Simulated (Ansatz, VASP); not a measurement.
# One calculation of CdH2O2, two programs

```
Cd H O
1.0
     3.85258    0.00000    0.00000
    -1.92629    3.33643    0.00000
     0.00000    0.00000    4.45615
Cd H O
1 2 2
Direct
  0.33333 0.66667 0.98730
  0.00000 0.00000 0.00808
  0.66667 0.33333 0.43189
  0.00000 0.00000 0.78619
  0.66667 0.33333 0.21189
```

Alike in both runs: task single point; functional PBEsol; k mesh 6 × 6 × 4; no spin polarisation.

|  | VASP | Ansatz |
| --- | --- | --- |
| version | VASP 6.6.1 | Ansatz 0.2.0 |
| potentials or method | VASP PAW PBE potentials, release 64 (Cd_sv_GW, H, O), cutoff 600 eV | plane waves, PAW |
| occupations | gaussian, width 0.01 eV | fixed |
| valence electrons in the cell | 34 | 34 |

|  | VASP | Ansatz | Ansatz less VASP |
| --- | --- | --- | --- |
| pressure (GPa) | -5.3 | -5.1 | +0.21 |
| traceless stress, the component that is largest in VASP (GPa) | 2.44 | 1.99 | -0.453 |

VASP's potentials were made for PBE, not for PBEsol.
